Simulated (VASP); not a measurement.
A run of VASP 6.6.1 is set up as follows.

Contents of INCAR:

```
SYSTEM = YZn
ALGO = Fast
EDIFF = 1E-7
ENCUT = 520
GGA = PS
ISIF = 2
ISMEAR = 0
LASPH = .True.
LCHARG = .False.
LREAL = .False.
LWAVE = .False.
NBANDS = 18
NELM = 60
PREC = Accurate
SIGMA = 0.15
```

File KPOINTS:

```
k-points
0
Gamma
  14 14 14
  0 0 0
```

POSCAR

```
YZn
1.0
    0.0000000000      2.9629870000      2.9629870000
    2.9629870000      0.0000000000      2.9629870000
    2.9629870000      2.9629870000      0.0000000000
Y Zn
1 1
Direct
    0.0000000000      0.0000000000      0.0000000000
    0.5126561473      0.5126561473      0.4873438527
```

Potentials or basis: VASP PAW PBE potentials, release 64 (Y_sv, Zn).

The run is started by

```console
$ cat potpaw_PBE.64/Y_sv/POTCAR potpaw_PBE.64/Zn/POTCAR > POTCAR
$ mpirun -np 1 vasp_std > vasp.out
```

What does it give for the pressure?

-2.5 GPa.

What does it give for the largest force?

0.223 eV/Å.

Forces in eV/Å, atoms in the order of the input:
```
Y    0.000  0.000  0.223
Zn   0.000  0.000 -0.223
```

Caveat: the cell differs from its parent crystal (all Zn atoms moved +0.075 Å, as atom 2 along Cartesian [0 0 1]); the PAW data sets were made with another functional, which shifts forces and pressure a little.
